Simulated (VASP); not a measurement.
Here is a VASP 6.6.1 calculation.

INCAR

```
  PREC = Accurate
  ENCUT = 520
  EDIFF = 1E-6
  ISMEAR = -1
  SIGMA = 0.05
  LREAL = False
  LASPH = True
  NELM = 80
  ALGO = Normal
  ISIF = 2
  LWAVE = False
  LCHARG = True
  GGA = PE
  LELF = True
  LVHAR = True
  NBANDS = 10
```

The input KPOINTS:

```
regular mesh
0
Gamma
  14 14 14
```

File POSCAR:

```
Re
1.0
    0.0000000000      1.9750000000      1.9750000000
    1.9750000000      0.0000000000      1.9750000000
    1.9750000000      1.9750000000      0.0000000000
Re
1
Direct
    0.0000000000      0.0000000000      0.0000000000
```

Potentials or basis: VASP PAW PBE potentials, release 64 (Re).

Run with:

```bash
$ cat potpaw_PBE.64/Re/POTCAR > POTCAR
$ mpirun -np 1 vasp_std > vasp.out
```

Task: Estimate the band gap on the k mesh.

Result: Zero (an odd number of electrons rules out a gap without spin polarisation).

Task: What does it give for the pressure?

Result: -9.8 GPa.

Caveat: the cell stands under tension; spin-orbit coupling is left out, which moves the levels of the heavy elements.
